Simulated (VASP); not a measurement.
# H3C5 in VASP: a series of runs, part 2 of 2

VASP 6.6.1. Earlier steps stand in the parts before.

## Step 4: Single point, PBE

Input file INCAR:

```
SYSTEM = H3C5
PREC = Accurate
ENCUT = 520
EDIFF = 1E-6
ISMEAR = 0
SIGMA = 0.05
LREAL = Auto
LASPH = .TRUE.
NELM = 80
ALGO = Normal
ISIF = 2
LWAVE = .FALSE.
LCHARG = .FALSE.
GGA = PE
NBANDS = 68
```

Input file KPOINTS:

```
regular mesh
0
G
  2 2 1
  0 0 0
```

Input file POSCAR:

```
H3C5
1.0
    5.0487420000      0.0000000000      0.0000000000
    0.0000000000      5.0487420000      0.0000000000
    0.0000000000      0.0000000000     17.1355610000
H C
12 20
Direct
    0.4277867635      0.0000000000      0.0583581711
    0.0722132365      0.0000000000      0.0583581711
    0.9277869616      0.0000000000      0.0583581711
    0.5722132365      0.0000000000      0.0583581711
    0.4277867635      0.5000000000      0.0583581711
    0.0722132365      0.5000000000      0.0583581711
    0.9277869616      0.5000000000      0.0583581711
    0.5722132365      0.5000000000      0.0583581711
    0.7500004952      0.0050083763      0.3605420914
    0.2493868770      0.6376760785      0.4332672271
    0.7499981183      0.4951534461      0.3605078351
    1.2491323581      0.7607493114      0.4581872750
    0.2500000990      0.0000000000      0.0953981022
    0.7500000990      0.0000000000      0.0953981022
    0.2500000990      0.5000000000      0.0953981022
    0.7500000990      0.5000000000      0.0953981022
    0.2500000990      0.2500000990      0.1474827699
    0.7500000990      0.2500000990      0.1474827699
    0.2500000990      0.7500000990      0.1474827699
    0.7500000990      0.7500000990      0.1474827699
   -0.0039342474      0.2500561526      0.1951408536
    0.5039340493      0.2500565487      0.1951410286
    0.0000489231      0.7499886110      0.2045475488
    0.4999506808      0.7499884130      0.2045475488
   -0.0023734625      0.0167031708      0.2535405173
    0.5023730664      0.0167027747      0.2535405756
   -0.0023817814      0.4832407756      0.2535255192
    0.5023799988      0.4832413698      0.2535256943
    0.2500000990      0.1124258281      0.2924563135
    0.7499999010      0.0892701588      0.3016008055
    0.2499993068      0.3879063339      0.2926955820
    0.7499991087      0.4108544267      0.3015661407
```

Potentials or basis: VASP PAW PBE potentials, release 64 (H, C).

Command:

```console
cat potpaw_PBE.64/H/POTCAR potpaw_PBE.64/C/POTCAR > POTCAR
mpirun -np 1 vasp_std > vasp.out
```

OUTCAR:

```text
SYSTEM = H3C5
   PREC = Accurate
   ENCUT = 520
   EDIFF = 1E-6
   ISMEAR = 0
   LREAL = Auto
   LASPH = .TRUE.
   NELM = 80
   ISIF = 2
   GGA = PE

 ion  position               nearest neighbor table
   1  0.428  0.000  0.058-   4 0.73  13 1.10
   2  0.072  0.000  0.058-   3 0.73  13 1.10
   3  0.928  0.000  0.058-   2 0.73  14 1.10
   4  0.572  0.000  0.058-   1 0.73  14 1.10
   5  0.428  0.500  0.058-   8 0.73  15 1.10
   6  0.072  0.500  0.058-   7 0.73  15 1.10
   7  0.928  0.500  0.058-   6 0.73  16 1.10
   8  0.572  0.500  0.058-   5 0.73  16 1.10
   9  0.750  0.005  0.361-  30 1.10
  10  0.249  0.638  0.433-  12 0.75
  11  0.750  0.495  0.361-  32 1.10
  12  0.249  0.761  0.458-  10 0.75
  13  0.250  0.000  0.095-   1 1.10   2 1.10  19 1.55  17 1.55
  14  0.750  0.000  0.095-   4 1.10   3 1.10  20 1.55  18 1.55
  15  0.250  0.500  0.095-   5 1.10   6 1.10  17 1.55  19 1.55
  16  0.750  0.500  0.095-   8 1.10   7 1.10  18 1.55  20 1.55
  17  0.250  0.250  0.147-  22 1.52  21 1.52  15 1.55  13 1.55
  18  0.750  0.250  0.147-  21 1.49  22 1.49  16 1.55  14 1.55
[... 8 lines left out ...]
  27  0.998  0.483  0.254-  31 1.52  32 1.54  21 1.54  23 1.59
  28  0.502  0.483  0.254-  31 1.52  32 1.54  22 1.54  24 1.59
  29  0.250  0.112  0.292-  31 1.39  26 1.52  25 1.52
  30  0.750  0.089  0.302-   9 1.10  25 1.54  26 1.54  32 1.62
  31  0.250  0.388  0.293-  29 1.39  28 1.52  27 1.52
  32  0.750  0.411  0.302-  11 1.10  28 1.54  27 1.54  30 1.62

  LATTYP: Found a simple tetragonal cell.
 ALAT       =     5.0487420000
 C/A-ratio  =     3.3940258781

  Lattice vectors:

 A1 = (   5.0487420000,   0.0000000000,   0.0000000000)
 A2 = (   0.0000000000,   5.0487420000,   0.0000000000)
 A3 = (   0.0000000000,   0.0000000000,  17.1355610000)

Analysis of symmetry for initial positions (statically):
=====================================================================
 Subroutine PRICEL returns:
[... 185 lines left out ...]
  Thomas-Fermi vector in A             =   2.104482
   LORBIT       =      0    0 simple, 1 ext, 2 COOP (PROOUT), +10 PAW based schemes
   GGA     = PE    functional components
   LHFCALC =     F    Hartree Fock is set to
   AEXX    =    0.0000 exact exchange contribution
   IVDW    =     0    specifies the selected vdW correction
   LEPSILON=     F    determine dielectric tensor
   LRPA    =     F    only Hartree local field effects (RPA)
 non-spin polarized calculation
 Gauss-broadening in eV      SIGMA  =   0.05
  energy-cutoff  :      520.00
  volume of cell :      436.78
 maximum number of plane-waves:     11780
 NGX is ok and might be reduce to    40
   NGX = 19   NGY = 19   NGZ = 63

 number of electron      92.0000008 magnetization

 Free energy of the ion-electron system (eV)
  ---------------------------------------------------
  ext. energy  EPLUGINS =         0.00000000
  ---------------------------------------------------
  free energy    TOTEN  =      -206.59972523 eV

  energy without entropy =     -206.59972523  energy(sigma->0) =     -206.59972523

 E-fermi :   0.9255     XC(G=0):  -5.2785

 val. band max:        0.6831216768   @ k =   0.0000   0.5000   0.0000
 cond. band min:       1.7447819320   @ k =   0.0000   0.5000   0.0000
 fundamental gap:      1.0616602553
 Fermi energy:         0.9255138246

 k-point     1 :       0.0000    0.0000    0.0000
  band No.  band energies     occupation
      1     -20.5946      2.00000
      2     -18.3862      2.00000
      3     -16.3570      2.00000
      4     -16.0277      2.00000
      5     -15.8598      2.00000
      6     -15.8539      2.00000
[... 233 lines left out ...]
     57       6.1606      0.00000
     58       6.4064      0.00000
 [bands above 58 left out]

------------------------ aborting loop because EDIFF is reached ----------------------------------------

  FORCE on cell =-STRESS in cart. coord.  units (eV):
  Direction    XX          YY          ZZ          XY          YZ          ZX
  --------------------------------------------------------------------------------------
  -------------------------------------------------------------------------------------
  Total       77.1378469     -6.1221073     -4.2277507      0.0002470      0.0006304      0.0004915
  in kB      282.9524192    -22.4567466    -15.5079812      0.0009060      0.0023124      0.0018029
  external PRESSURE =      81.6625638 kB  Pullay stress =       0.0000000 kB

 VOLUME and BASIS-vectors are now :
 -----------------------------------------------------------------------------
  energy-cutoff  :      520.00
  volume of cell :      436.78
      direct lattice vectors                 reciprocal lattice vectors
     5.048742000  0.000000000  0.000000000     0.198069143  0.000000000  0.000000000
     0.000000000  5.048742000  0.000000000     0.000000000  0.198069143  0.000000000
     0.000000000  0.000000000 17.135561000     0.000000000  0.000000000  0.058358171

 POSITION                                       TOTAL-FORCE (eV/Angst)
 -----------------------------------------------------------------------------------
      2.15978      0.00000      1.00000        -8.939436     -0.043192      0.074706
      0.36459      0.00000      1.00000         8.939496     -0.043192      0.074715
      4.68416      0.00000      1.00000        -8.954181     -0.060436      0.064597
      2.88896      0.00000      1.00000         8.954148     -0.060437      0.064594
      2.15978      2.52437      1.00000        -8.939302      0.043565      0.074479
      0.36459      2.52437      1.00000         8.939357      0.043566      0.074487
[... 24 lines left out ...]
      1.26218      1.95844      5.01550         0.000046      0.052598      0.025467
      3.78655      2.07430      5.16750        -0.000042      0.002379      0.022754
 -----------------------------------------------------------------------------------
    total drift:                               -0.000025     -0.003403     -0.031812

  FREE ENERGIE OF THE ION-ELECTRON SYSTEM (eV)
  ---------------------------------------------------
  free  energy   TOTEN  =      -206.5997252300 eV

  energy  without entropy=     -206.5997252300  energy(sigma->0) =     -206.59972523
```

stdout:

```text
POSCAR found type information on POSCAR H C
 POSCAR found :  2 types and      32 ions
 scaLAPACK will be used
 LDA part: xc-table for (Slater+PW92), standard interpolation
 POSCAR, INCAR and KPOINTS ok, starting setup
 FFT: planning ... GRIDC
 FFT: planning ... GRID_SOFT
 FFT: planning ... GRID
 WAVECAR not read
 entering main loop
```

Wall time 6.3 min (1 thread of Intel Xeon Platinum 8488C (Sapphire Rapids), shared host); peak memory 0.48 GiB.

Results:

* Free energy: -206.5997 eV
* Largest force: 8.955 eV/Å
* Band gap on the k mesh: 1.06 eV, direct

Forces in eV/Å, atoms in the order of the input:
```
H   -8.939 -0.043  0.075
H    8.939 -0.043  0.075
H   -8.954 -0.060  0.065
H    8.954 -0.060  0.065
H   -8.939  0.044  0.074
H    8.939  0.044  0.074
H   -8.954  0.060  0.065
H    8.953  0.060  0.065
H    0.000 -0.008  0.019
H    0.000  0.030  0.037
H    0.000  0.007  0.019
H    0.000 -0.026  0.001
C    0.000 -0.127  1.030
C    0.000 -0.184  0.920
C    0.000  0.127  1.029
C    0.000  0.185  0.922
C    0.000  0.004 -2.726
C    0.000 -0.007 -3.674
C    0.000  0.001  0.892
C    0.000  0.001  0.893
C    0.012  0.000 -0.006
C   -0.012  0.000 -0.006
C   -0.001  0.000 -0.002
C    0.001  0.000 -0.002
C   -0.006 -0.036  0.001
C    0.007 -0.035  0.001
C   -0.006  0.035  0.001
C    0.006  0.035  0.000
C    0.000 -0.053  0.024
C    0.000 -0.004  0.022
C    0.000  0.053  0.025
C    0.000  0.002  0.023
```

Levels at points of the mesh, in eV from the valence-band top:
| k point | band 42 | band 43 | band 44 | band 45 | band 46 | band 47 | band 48 | band 49 | band 50 | band 51 |
| --- | --- | --- | --- | --- | --- | --- | --- | --- | --- | --- |
| (0.00, 0.00, 0.00) | -2.52 | -2.46 | -1.34 | -0.58 | -0.09 | 1.21 | 2.00 | 3.10 | 3.95 | 3.96 |
| (0.50, 0.00, 0.00) | -2.66 | -2.39 | -2.21 | -2.19 | -1.17 | 1.44 | 3.25 | 3.28 | 3.41 | 4.43 |
| (0.00, 0.50, 0.00) | -3.59 | -2.32 | -1.23 | -0.31 | 0.00 | 1.06 | 3.01 | 3.03 | 3.46 | 3.76 |
| (0.50, 0.50, 0.00) | -3.21 | -3.08 | -3.06 | -2.40 | -0.97 | 1.39 | 4.01 | 4.07 | 4.13 | 4.14 |

Caveat: the k points lie up to 0.62 Å⁻¹ apart.
